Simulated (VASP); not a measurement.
Wanted: the native input for a VASP 6.6.1 run.

```
Task                   : single point
Functional             : PBEsol
Potentials or basis    : VASP PAW PBE potentials, release 64 (K_sv)
Cutoff                 : 520 eV
k mesh                 : 14 × 14 × 14
Occupations            : gaussian, width 0.15 eV
Spin                   : no spin polarisation
Dipole correction      : no
Further INCAR settings : ALGO = Fast; EDIFF = 1e-06; NBANDS = 10
```

The structure of K lies in POSCAR:

```
K
1.0
   -2.6180000000      2.5656400000      2.6180000000
    2.6180000000     -2.5656400000      2.6180000000
    2.6180000000      2.5656400000     -2.6180000000
K
1
Direct
    0.0000000000      0.0000000000      0.0000000000
```

This cell differs from its parent crystal: strain -0.0200 x Voigt [0, 1, 0, 0, 0, 0].

One way to write it, as run:

INCAR

```
SYSTEM = K
  PREC = Accurate
  ENCUT = 520
  EDIFF = 1E-6
  ISMEAR = 0
  SIGMA = 0.15
  LREAL = .FALSE.
  LASPH = .TRUE.
  NELM = 100
  ALGO = Fast
  ISIF = 2
  LWAVE = .FALSE.
  LCHARG = .FALSE.
  GGA = PS
  NBANDS = 10
```

KPOINTS

```
Automatic mesh
0
G
  14 14 14
  0 0 0
```

Potentials or basis: VASP PAW PBE potentials, release 64 (K_sv).

The run is started by

```sh
$ cat potpaw_PBE.64/K_sv/POTCAR > POTCAR
$ mpirun -np 1 vasp_std > vasp.out
```

Results of the run:

```
Pressure               : 0.0 GPa
Band gap on the k mesh : zero (an odd number of electrons rules out a gap without spin polarisation)
```

Caveat: the cell differs from its parent crystal (strain -0.0200 x Voigt [0, 1, 0, 0, 0, 0]); the PAW data sets were made with another functional, which shifts forces and pressure a little.

It took 4.1 min on 1 thread of Intel Xeon 8259CL (shared host), peak memory 0.32 GiB.
